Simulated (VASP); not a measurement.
Set up this calculation in VASP 6.6.1, as the native input.

* Task: single point
* Functional: LDA
* Potentials or basis: VASP PAW LDA potentials, release 64 (Rh_pv)
* Cutoff: 520 eV
* k mesh: 4 × 4 × 3
* Occupations: methfessel-paxton, width 0.1 eV
* Spin: no spin polarisation
* Dipole correction: no
* Further INCAR settings: ALGO = Normal; EDIFF = 1e-06; NBANDS = 22

The structure of Rh lies in POSCAR:

```
Rh
1.0
    2.7309790000      0.0000000000      0.0000000000
   -1.3654900000      2.3650970000      0.0000000000
    0.0000000000      0.0000000000      4.4284890000
Rh
2
Direct
    0.6666666667      0.3333333333      0.7500000000
    0.3333333333      0.6666666667      0.2500000000
```

These files were run (other wordings do the same):

INCAR

```
SYSTEM = Rh
ALGO = Normal
EDIFF = 1E-6
ENCUT = 520
ISIF = 2
ISMEAR = 1
LASPH = .True.
LCHARG = .True.
LELF = .True.
LREAL = .False.
LVHAR = .True.
LWAVE = .False.
NBANDS = 22
NELM = 80
PREC = Accurate
SIGMA = 0.1
```

KPOINTS

```
k-points
0
Gamma
  4 4 3
  0 0 0
```

Potentials or basis: VASP PAW LDA potentials, release 64 (Rh_pv).

Command:

```bash
$ cat potpaw_LDA.64/Rh_pv/POTCAR > POTCAR
$ mpirun -np 1 vasp_std > vasp.out
```

It gave:

```json
{
  "Pressure": "-21.8 GPa",
  "Band gap on the k mesh": "zero (band 15 reaches 11.70 eV, above the bottom of band 16 at 9.98 eV)"
}
```

Caveat: the k points lie up to 0.66 Å⁻¹ apart.

Run time: 8.8 s on 1 thread of Intel Xeon 8259CL, on a shared host, peak memory 0.13 GiB.
